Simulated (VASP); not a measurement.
Set up this calculation in VASP 6.6.1, as the native input.

```
Task                   : single point
Functional             : PBE
Potentials or basis    : VASP PAW PBE potentials, release 64 (Al, V_sv, Mn_pv, Ni, Cu)
Cutoff                 : 520 eV
k mesh                 : 2 × 2 × 2, shifted
Occupations            : gaussian, width 0.1 eV
Spin                   : collinear spin, ferromagnetic start
Starting moments       : [0.0, 0.0, 0.0, 0.0, 0.0, 0.0, 0.0, 0.0, 0.0, 0.0, 0.0, 4.0, 2.0, 0.0, 0.0, 0.0] μB
Dipole correction      : no
Further INCAR settings : LREAL = Auto; ALGO = Normal; EDIFF = 1e-06; NBANDS = 82; ISYM = 0
```

The structure of MnAl7V4Cu3Ni lies in POSCAR:

```
MnAl7V4Cu3Ni
1.0
    5.8570009776     -0.0525735789      0.0032450095
   -0.0525735789      6.0882931135     -0.0581490629
    0.0032450095     -0.0581490629      6.1396256107
Al V Mn Ni Cu
7 4 1 1 3
Direct
    1.0049000291      1.0134496598      0.4613477361
    0.2613356178      0.2844194284      0.2008976497
    0.5010392364      1.0200518164      0.4839707096
    1.0090686002      0.4901818788      0.5160827356
    0.4871292071      0.4708666843      0.5438538534
    0.7236523712      0.7146151859      0.2462219996
    0.2381078697      0.7899378182      0.7732622356
    0.5328789301      1.0147418770      1.0101664939
   -0.0241891993      0.4969398129     -0.0226070958
    0.7749626246      0.2207557157      0.7690887856
    0.7583706953      0.7724748873      0.7498392814
    0.7408668511      0.2838194359      0.2362698334
    0.2388907588      0.2104920240      0.7627376826
    0.0000368743     -0.0139812005      1.0513262817
    0.4888640956      0.5077136116      0.9540855926
    0.2695735642      0.7220505360      0.2562649356
```

One way to write it, as run:

INCAR

```
PREC = Accurate ; ENCUT = 520
EDIFF = 1E-6 ; ISMEAR = 0
SIGMA = 0.1 ; LREAL = Auto
LASPH = T ; NELM = 150
ALGO = Normal ; ISIF = 2
LWAVE = F ; LCHARG = T
ISPIN = 2 ; MAGMOM = 0 0 0 0 0 0 0 0 0 0 0 4 2 0 0 0
LORBIT = 11 ; LMAXMIX = 4
GGA = PE ; LELF = T
LVHAR = T ; ISYM = 0
NBANDS = 82
```

KPOINTS

```
Automatic mesh
0
Gamma
  2 2 2
  0.5 0.5 0.5
```

Potentials or basis: VASP PAW PBE potentials, release 64 (Al, V_sv, Mn_pv, Ni, Cu).

Run with:

```console
$ cat potpaw_PBE.64/Al/POTCAR potpaw_PBE.64/V_sv/POTCAR potpaw_PBE.64/Mn_pv/POTCAR potpaw_PBE.64/Ni/POTCAR potpaw_PBE.64/Cu/POTCAR > POTCAR
$ mpirun -np 1 vasp_std > vasp.out
```

It gave:

| Property | Result |
| --- | --- |
| Pressure | 0.2 GPa |
| Largest force | 0.028 eV/Å |
| Net moment | 1.01 μB per cell |
| Site moments | Al -0.01, -0.00 (each value once); V -0.45, -0.38, -0.18, +0.44; Mn +1.77; Ni -0.07; Cu +0.00, +0.02, -0.01 μB |
| Valence electrons inside the program's atomic spheres | Al 0.81, 0.80 (each value once); V 11.65, 11.63, 11.64, 11.57; Mn 11.79; Ni 9.33; Cu 10.06, 10.08, 10.00 |

Caveat: the k points lie up to 0.54 Å⁻¹ apart.

Run time: 10 min on 1 thread of Intel(R) Xeon(R) Platinum 8259CL CPU @ 2.50GHz (Skylake/Cascade Lake), on a shared host, peak memory 0.47 GiB.
